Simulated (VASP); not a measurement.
# SiC in VASP: further runs, part 2 of 2

VASP 6.6.1.

## 4. Single point, r2SCAN

This run uses another cell than the first one, of 10.33 Å³/atom, 0.962 times its volume.

The input, POSCAR:

```
SiC
1.0
    0.0000000000      2.1780523510      2.1780523510
    2.1780523510      0.0000000000      2.1780523510
    2.1780523510      2.1780523510      0.0000000000
Si C
1 1
Direct
    0.0000000000      0.0000000000      0.0000000000
    0.2500000000      0.2500000000      0.2500000000
```

The input, INCAR.step1:

```
PREC     = Accurate       # precision mode
ENCUT    = 520            # plane-wave cutoff, eV
ISMEAR   = 0              # smearing method
SIGMA    = 0.01           # smearing width, eV
LREAL    = F              # projectors in reciprocal space
LASPH    = T              # aspherical terms in the spheres
NELM     = 100            # most SCF steps
NBANDS   = 11             # bands
GGA      = PE             # functional
ALGO     = Normal         # electronic algorithm
EDIFF    = 1E-4           # SCF threshold, eV
LWAVE    = T              # write WAVECAR
LCHARG   = F              # write CHGCAR
```

The input, INCAR.step2:

```
PREC     = Accurate       # precision mode
ENCUT    = 520            # plane-wave cutoff, eV
EDIFF    = 1E-7           # SCF threshold, eV
ISMEAR   = 0              # smearing method
SIGMA    = 0.01           # smearing width, eV
LREAL    = F              # projectors in reciprocal space
LASPH    = T              # aspherical terms in the spheres
NELM     = 100            # most SCF steps
ALGO     = Normal         # electronic algorithm
ISIF     = 2              # what is computed and relaxed
LWAVE    = F              # write WAVECAR
LCHARG   = F              # write CHGCAR
METAGGA  = R2SCAN         # meta-GGA
LMIXTAU  = T            
NBANDS   = 11             # bands
ISTART   = 1
```

The input, KPOINTS:

```
Automatic mesh
0
Gamma
  10 10 10
```

Potentials or basis: VASP PAW PBE potentials, release 64 (Si, C).

Run with:

```bash
$ cat potpaw_PBE.64/Si/POTCAR potpaw_PBE.64/C/POTCAR > POTCAR
$ cp INCAR.step1 INCAR
$ mpirun -np 1 vasp_std > vasp.out
$ cp INCAR.step2 INCAR
$ mpirun -np 1 vasp_std > vasp.out
```

OUTCAR:

```text
PREC = Accurate
   ENCUT = 520
   EDIFF = 1E-7
   ISMEAR = 0
   LREAL = F
   LASPH = T
   NELM = 100
   ISIF = 2
   METAGGA = R2SCAN
   ISTART = 1

 ion  position               nearest neighbor table
   1  0.000  0.000  0.000-   2 1.89   2 1.89   2 1.89   2 1.89
   2  0.250  0.250  0.250-   1 1.89   1 1.89   1 1.89   1 1.89

  LATTYP: Found a face centered cubic cell.
 ALAT       =     4.3561047020

  Lattice vectors:

 A1 = (   0.0000000000,   2.1780523510,   2.1780523510)
 A2 = (   2.1780523510,   0.0000000000,   2.1780523510)
 A3 = (   2.1780523510,   2.1780523510,   0.0000000000)

Analysis of symmetry for initial positions (statically):
=====================================================================
 Subroutine PRICEL returns:
 Original cell was already a primitive cell.

 Routine SETGRP: Setting up the symmetry group for a
 face centered cubic supercell.

 Subroutine GETGRP returns: Found 24 space group operations
 (whereof 24 operations were pure point group operations)
 out of a pool of 48 trial point group operations.

The static configuration has the point symmetry T_d .

Analysis of symmetry for dynamics (positions and initial velocities):
=====================================================================
 Subroutine PRICEL returns:
 Original cell was already a primitive cell.

 Routine SETGRP: Setting up the symmetry group for a
 face centered cubic supercell.

 Subroutine GETGRP returns: Found 24 space group operations
 (whereof 24 operations were pure point group operations)
 out of a pool of 48 trial point group operations.

The dynamic configuration has the point symmetry T_d .

 Subroutine INISYM returns: Found 24 space group operations
 (whereof 24 operations are pure point group operations),
 and found     1 'primitive' translations

----------------------------------------------------------------------------------------

                                     Primitive cell

  volume of cell :      20.6650

  direct lattice vectors                    reciprocal lattice vectors
     0.000000000  2.178052351  2.178052351    -0.229562894  0.229562894  0.229562894
     2.178052351  0.000000000  2.178052351     0.229562894 -0.229562894  0.229562894
     2.178052351  2.178052351  0.000000000     0.229562894  0.229562894 -0.229562894

  length of vectors
     3.080231174  3.080231174  3.080231174     0.397614595  0.397614595  0.397614595

  position of ions in fractional coordinates (direct lattice)
     0.000000000  0.000000000  0.000000000
     0.250000000  0.250000000  0.250000000

  ion indices of the primitive-cell ions
   primitive index   ion index
                 1           1
                 2           2

----------------------------------------------------------------------------------------

 KPOINTS: Automatic mesh

Automatic generation of k-mesh.
 Grid dimensions read from file:
 generate k-points for:   10   10   10

 Generating k-lattice:

  Cartesian coordinates                     Fractional coordinates (reciprocal lattice)
    -0.022956289  0.022956289  0.022956289     0.100000000  0.000000000  0.000000000
     0.022956289 -0.022956289  0.022956289     0.000000000  0.100000000  0.000000000
     0.022956289  0.022956289 -0.022956289     0.000000000  0.000000000  0.100000000

  Length of vectors
     0.039761460  0.039761460  0.039761460

  Shift w.r.t. Gamma in fractional coordinates (k-lattice)
     0.000000000  0.000000000  0.000000000

 Subroutine IBZKPT returns following result:
 ===========================================

 Found     47 irreducible k-points:

 Following reciprocal coordinates:
            Coordinates               Weight
  0.000000  0.000000  0.000000      1.000000
  0.100000  0.000000  0.000000      8.000000
  0.200000  0.000000  0.000000      8.000000
  0.300000  0.000000  0.000000      8.000000
  0.400000  0.000000  0.000000      8.000000
  0.500000  0.000000  0.000000      4.000000
[... 16 lines left out ...]
  0.300000  0.300000  0.000000      6.000000
  0.400000  0.300000  0.000000     24.000000
 [... further k-points ...]
   k-points           NKPTS =     47   k-points in BZ     NKDIM =     47   number of bands    NBANDS=     11
   number of dos      NEDOS =    301   number of ions     NIONS =      2
   total plane-waves  NPLWV =  13824
   dimension x,y,z NGX =    24 NGY =   24 NGZ =   24
   dimension x,y,z NGXF=    48 NGYF=   48 NGZF=   48
   ions per type =               1   1
   NGX,Y,Z   is equivalent  to a cutoff of  12.95, 12.95, 12.95 a.u.
   NGXF,Y,Z  is equivalent  to a cutoff of  25.91, 25.91, 25.91 a.u.
 SYSTEM =  unknown system
   PREC   = accura    normal or accurate (medium, high low for compatibility)
   ISTART =      1    job   : 0-new  1-cont  2-samecut
   ICHARG =      0    charge: 1-file 2-atom 10-const
   ISPIN  =      1    spin polarized calculation?
   LNONCOLLINEAR =      F non collinear calculations
   LSORBIT =      F    spin-orbit coupling
   LASPH  =      T    aspherical Exc in radial PAW
   ENCUT  =  520.0 eV  38.22 Ry    6.18 a.u.   5.73  5.73  5.73*2*pi/ulx,y,z
   NELM   =    100;   NELMIN=  2; NELMDL=  0     # of ELM steps
   EDIFF  = 0.1E-06   stopping-criterion for ELM
   LREAL  =      F    real-space projection
   EDIFFG = 0.1E-05   stopping-criterion for IOM
   NSW    =      0    number of steps for IOM
   IBRION =     -1    ionic relax: 0-MD 1-quasi-New 2-CG
   NFREE  =      0    steps in history (QN), initial steepest desc. (CG)
   ISIF   =      2    stress and relaxation
   ISYM   =      2    0-nonsym 1-usesym 2-fastsym
   POTIM  = 0.5000    time-step for ionic-motion
   TEBEG  =    0.0;   TEEND  =   0.0 temperature during run
   PSTRESS=    0.0 pullay stress
   NELECT =       8.0000    total number of electrons
   NUPDOWN=      -1.0000    fix difference up-down
   EMIN   =  10.00;   EMAX   =-10.00  energy-range for DOS
   EFERMI =   0.00;   METHOD = LEGACY
   ISMEAR =     0;   SIGMA  =   0.01  broadening in eV -4-tet -1-fermi 0-gaus
   EFERMI_NEDOS =   21; number of points for ismear=-14 and -15
   IALGO  =     38    algorithm
   IMIX   =      4    mixing-type and parameters
     AMIX     =   0.40;   BMIX     =  1.00
     AMIX_MAG =   1.60;   BMIX_MAG =  1.00
  volume/ion in A,a.u.               =      10.33        69.73
  Fermi-wavevector in a.u.,A,eV,Ry     =   1.193145  2.254717 19.369182  1.423595
  Thomas-Fermi vector in A             =   2.329166
   LORBIT       =      0    0 simple, 1 ext, 2 COOP (PROOUT), +10 PAW based schemes
   METAGGA = R2SCAN    functional components
   LHFCALC =     F    Hartree Fock is set to
   AEXX    =    0.0000 exact exchange contribution
   IVDW    =     0    specifies the selected vdW correction
   LEPSILON=     F    determine dielectric tensor
   LRPA    =     F    only Hartree local field effects (RPA)
 non-spin polarized calculation
 Gauss-broadening in eV      SIGMA  =   0.01
  energy-cutoff  :      520.00
  volume of cell :       20.66
 maximum number of plane-waves:       568
   NGX = 11   NGY = 11   NGZ = 11

 number of electron       8.0000001 magnetization

 Free energy of the ion-electron system (eV)
  ---------------------------------------------------
  ext. energy  EPLUGINS =         0.00000000
  ---------------------------------------------------
  free energy    TOTEN  =       -19.32696192 eV

  energy without entropy =      -19.32696192  energy(sigma->0) =      -19.32696192

 E-fermi :   8.0967     XC(G=0): -11.9403

 val. band max:        7.9968688586   @ k =   0.0000   0.0000   0.0000
 cond. band min:       9.7210449517   @ k =   0.5000   0.5000   0.0000
 fundamental gap:      1.7241760931
 Fermi energy:         8.0966634163

 k-point     1 :       0.0000    0.0000    0.0000
  band No.  band energies     occupation
      1      -8.1931      2.00000
      2       7.9969      2.00000
      3       7.9969      2.00000
      4       7.9969      2.00000
      5      14.8473      0.00000
      6      15.8554      0.00000
      7      15.8554      0.00000
      8      15.8554      0.00000
      9      23.2134      0.00000
     10      23.2134      0.00000
     11      25.7820      0.00000
[... 309 lines left out ...]
 k-point    24 :       0.4000    0.3000    0.0000
  band No.  band energies     occupation
      1      -4.9555      2.00000
      2       2.1596      2.00000
      3       4.7228      2.00000
      4       5.2489      2.00000
      5      11.2951      0.00000
      6      14.1636      0.00000
      7      20.5099      0.00000
      8      20.8127      0.00000
      9      22.8562      0.00000
     10      27.0948      0.00000
     11      30.5127      0.00000

 [... further k-points ...]
[... 5 lines left out ...]
  --------------------------------------------------------------------------------------
  -------------------------------------------------------------------------------------
  Total       -0.0190742     -0.0190742     -0.0190742      0.0000000     -0.0000000      0.0000000
  in kB       -1.4788456     -1.4788456     -1.4788456      0.0000000     -0.0000000      0.0000000
  external PRESSURE =      -1.4788456 kB  Pullay stress =       0.0000000 kB

 VOLUME and BASIS-vectors are now :
 -----------------------------------------------------------------------------
  energy-cutoff  :      520.00
  volume of cell :       20.66
      direct lattice vectors                 reciprocal lattice vectors
     0.000000000  2.178052351  2.178052351    -0.229562894  0.229562894  0.229562894
     2.178052351  0.000000000  2.178052351     0.229562894 -0.229562894  0.229562894
     2.178052351  2.178052351  0.000000000     0.229562894  0.229562894 -0.229562894

 POSITION                                       TOTAL-FORCE (eV/Angst)
 -----------------------------------------------------------------------------------
      0.00000      0.00000      0.00000         0.000000      0.000000      0.000000
      1.08903      1.08903      1.08903        -0.000000     -0.000000     -0.000000
 -----------------------------------------------------------------------------------
    total drift:                               -0.000001     -0.000001     -0.000001

  FREE ENERGIE OF THE ION-ELECTRON SYSTEM (eV)
  ---------------------------------------------------
  free  energy   TOTEN  =       -19.3269619192 eV

  energy  without entropy=      -19.3269619192  energy(sigma->0) =      -19.32696192
```

Run time: 21 s. Hardware: 1 thread of Intel Xeon 6975P-C, shared host; peak memory 0.14 GiB.

What came out:

```
Free energy            : -19.3270 eV
Pressure               : -0.1 GPa
Band gap on the k mesh : 1.72 eV, indirect (least direct gap 5.06 eV)
```

Caveat: the PAW data sets were made with another functional, which shifts forces and pressure a little.

## 5. Single point, PBE (uniaxial z strain -4.0%)

The input, INCAR:

```
PREC = Accurate
ENCUT = 520
EDIFF = 1E-6
ISMEAR = -1
SIGMA = 0.02
LREAL = False
LASPH = True
NELM = 80
ALGO = Normal
ISIF = 2
LWAVE = False
LCHARG = True
GGA = PE
LELF = True
LVHAR = True
NBANDS = 11
```

KPOINTS is that of step 4.

The input, POSCAR:

```
SiC
1.0
    0.0000000000      2.1780523510      2.0909302570
    2.1780523510      0.0000000000      2.0909302570
    2.1780523510      2.1780523510      0.0000000000
Si C
1 1
Direct
    0.0000000000      0.0000000000      0.0000000000
    0.2500000000      0.2500000000      0.2500000000
```

Potentials or basis: VASP PAW PBE potentials, release 64 (Si, C).

Run with:

```bash
$ cat potpaw_PBE.64/Si/POTCAR potpaw_PBE.64/C/POTCAR > POTCAR
$ mpirun -np 1 vasp_std > vasp.out
```

OUTCAR:

```text
PREC = Accurate
   ENCUT = 520
   EDIFF = 1E-6
   ISMEAR = -1
   LREAL = False
   LASPH = True
   NELM = 80
   ISIF = 2
   GGA = PE

 ion  position               nearest neighbor table
   1  0.000  0.000  0.000-   2 1.86   2 1.86   2 1.86   2 1.86
   2  0.250  0.250  0.250-   1 1.86   1 1.86   1 1.86   1 1.86

  LATTYP: Found a body centered tetragonal cell.
 ALAT       =     3.0802311743
 C/A-ratio  =     1.3576450199

  Lattice vectors:

 A1 = (   0.0000000000,  -2.1780523510,  -2.0909302570)
 A2 = (   0.0000000000,   2.1780523510,  -2.0909302570)
 A3 = (   2.1780523510,   0.0000000000,   2.0909302570)

Analysis of symmetry for initial positions (statically):
=====================================================================
 Subroutine PRICEL returns:
 Original cell was already a primitive cell.

 Routine SETGRP: Setting up the symmetry group for a
 body centered tetragonal supercell.

 Subroutine GETGRP returns: Found  8 space group operations
 (whereof  8 operations were pure point group operations)
 out of a pool of 16 trial point group operations.

The static configuration has the point symmetry D_2d.

[... 162 lines left out ...]
 cond. band min:       9.6631994520   @ k =   0.5000   0.5000   0.0000
 fundamental gap:      0.8948033080
 Fermi energy:         9.1254669451

 k-point     1 :       0.0000    0.0000    0.0000
  band No.  band energies     occupation
      1      -7.1488      2.00000
      2       8.5064      2.00000
      3       8.5064      2.00000
      4       8.7684      2.00000
      5      15.3109      0.00000
      6      16.1296      0.00000
      7      16.2391      0.00000
      8      16.2391      0.00000
      9      22.7112      0.00000
     10      23.8891      0.00000
     11      25.6641      0.00000
[... 309 lines left out ...]
 k-point    24 :       0.4000    0.3000    0.0000
  band No.  band energies     occupation
      1      -3.7427      2.00000
      2       3.1429      2.00000
      3       5.2665      2.00000
      4       5.6337      2.00000
      5      11.3492      0.00000
      6      13.9755      0.00000
      7      20.7029      0.00000
      8      20.7547      0.00000
      9      23.1848      0.00000
     10      26.8220      0.00000
     11      30.6453      0.00000

 [... further k-points ...]
[... 5 lines left out ...]
  --------------------------------------------------------------------------------------
  -------------------------------------------------------------------------------------
  Total        1.2551718      1.2551718      2.4423090      0.0000000      0.0000000      0.0000000
  in kB      101.3695651    101.3695651    197.2445568      0.0000000      0.0000000      0.0000000
  external PRESSURE =     133.3278957 kB  Pullay stress =       0.0000000 kB

 VOLUME and BASIS-vectors are now :
 -----------------------------------------------------------------------------
  energy-cutoff  :      520.00
  volume of cell :       19.84
      direct lattice vectors                 reciprocal lattice vectors
     0.000000000  2.178052351  2.090930257    -0.229562894  0.229562894  0.239128014
     2.178052351  0.000000000  2.090930257     0.229562894 -0.229562894  0.239128014
     2.178052351  2.178052351  0.000000000     0.229562894  0.229562894 -0.239128014

 POSITION                                       TOTAL-FORCE (eV/Angst)
 -----------------------------------------------------------------------------------
      0.00000      0.00000      0.00000         0.000000     -0.000000      0.000000
      1.08903      1.08903      1.04547        -0.000000      0.000000      0.000000
 -----------------------------------------------------------------------------------
    total drift:                                0.000000      0.000000     -0.000000

  FREE ENERGIE OF THE ION-ELECTRON SYSTEM (eV)
  ---------------------------------------------------
  free  energy   TOTEN  =       -14.9972390031 eV

  energy  without entropy=      -14.9972390031  energy(sigma->0) =      -14.99723900
```

OSZICAR:

```text
N       E                     dE             d eps       ncg     rms          rms(c)
DAV:   1     0.338026858765E+01    0.33803E+01   -0.39889E+03  2351   0.616E+02
DAV:   2    -0.163820667227E+02   -0.19762E+02   -0.18882E+02  2738   0.110E+02
DAV:   3    -0.169692381756E+02   -0.58717E+00   -0.58625E+00  2765   0.158E+01
DAV:   4    -0.169713291498E+02   -0.20910E-02   -0.20909E-02  2529   0.120E+00
DAV:   5    -0.169713381862E+02   -0.90365E-05   -0.90364E-05  2801   0.727E-02    0.926E+00
DAV:   6    -0.150682934459E+02    0.19030E+01   -0.65543E+00  2502   0.117E+01    0.414E+00
DAV:   7    -0.150051017942E+02    0.63192E-01   -0.43859E-01  2718   0.376E+00    0.186E+00
DAV:   8    -0.149970336845E+02    0.80681E-02   -0.20816E-02  2565   0.965E-01    0.170E-01
DAV:   9    -0.149971346625E+02   -0.10098E-03   -0.15428E-03  2814   0.227E-01    0.114E-01
DAV:  10    -0.149972367654E+02   -0.10210E-03   -0.21291E-04  2517   0.904E-02    0.259E-02
DAV:  11    -0.149972386278E+02   -0.18624E-05   -0.35845E-05  2709   0.318E-02    0.664E-03
DAV:  12    -0.149972390031E+02   -0.37528E-06   -0.16021E-06  1905   0.775E-03
   1 F= -.14997239E+02 E0= -.14997239E+02  d E =-.133295E-10
```

Run time: 6.7 s. Hardware: 1 thread of Intel Xeon 6975P-C, shared host; peak memory 0.14 GiB.

Results:

```
Free energy            : -14.9972 eV
Pressure               : 13.3 GPa
Band gap on the k mesh : 0.89 eV, indirect (least direct gap 4.53 eV)
```

Levels at points of the mesh, in eV from the valence-band top:
| k point | band 2 | band 3 | band 4 | band 5 | band 6 | band 7 |
| --- | --- | --- | --- | --- | --- | --- |
| (0.00, 0.00, 0.00) | -0.26 | -0.26 | 0.00 | 6.54 | 7.36 | 7.47 |
| (0.50, 0.00, 0.00) | -8.95 | -1.48 | -0.99 | 5.49 | 6.90 | 7.70 |
| (0.50, 0.50, 0.00) | -7.76 | -3.74 | -3.74 | 0.89 | 3.81 | 14.22 |
| (0.50, 0.00, 0.50) | -8.28 | -3.31 | -3.25 | 1.28 | 4.54 | 13.73 |

Caveat: the cell differs from its parent crystal (uniaxial z strain -4.0%).

## 6. Summary

```csv
level,cell,k mesh,smearing,gap on the mesh (eV),pressure (GPa)
PBE,"a = 3.142, b = 3.142, c = 3.080 Å, angles 60.7, 60.7, 58.7°, 2 atoms",6 × 6 × 6,gaussian 0.01 eV,1.18,-4.8
PBE,"a = 3.080 Å, angles 60.0°, 2 atoms",10 × 10 × 10,fermi-dirac 0.02 eV,1.36,3.5
r2SCAN,"a = 3.080 Å, angles 60.0°, 2 atoms",10 × 10 × 10,gaussian 0.01 eV,1.72,-0.1
PBE,"a = 3.019, b = 3.019, c = 3.080 Å, angles 59.3, 59.3, 61.3°, 2 atoms",10 × 10 × 10,fermi-dirac 0.02 eV,0.89,13.3
```

Alike in all rows: task single point; potentials or basis VASP PAW PBE potentials, release 64 (Si, C); no spin polarisation; cutoff (eV) 520.

Caveats: the PAW data sets were made with another functional, which shifts forces and pressure a little (some runs).

Total energies depend on the potentials used, so only differences within one code and one set of settings carry meaning.
